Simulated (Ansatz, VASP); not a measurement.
One calculation of C, two programs

```
C
1.0
     1.78280    1.78280    0.00000
    -1.78280    1.78280    0.00000
     0.00000    1.78280    1.78280
C
2
Cartesian
  0.0000 1.7828 0.0000
  0.8914 2.6742 0.8914
```

Alike in both runs: task single point; functional r2SCAN; k mesh 12 × 12 × 12; no spin polarisation.

|  | VASP | Ansatz |
| --- | --- | --- |
| version | VASP 6.6.1 | Ansatz 0.2.0 |
| potentials or method | VASP PAW PBE potentials, release 64 (C_h) | PAW with Ansatz's default frozen-core files, scalar-relativistic |
| plane-wave cutoff (eV) | 1430 | 500 |
| occupations | gaussian, width 0.01 eV | fixed |
| valence electrons in the cell | 8 | 8 |

Ansatz gave:

- gap on the k mesh at the Fermi level (eV): 4.37
- pressure (GPa): -2.0

Question: Estimate VASP's values.

Answer: gap on the k mesh at the Fermi level (eV): 4.38; pressure (GPa): -2.6.

VASP's potentials were made for PBE, not for r2SCAN.
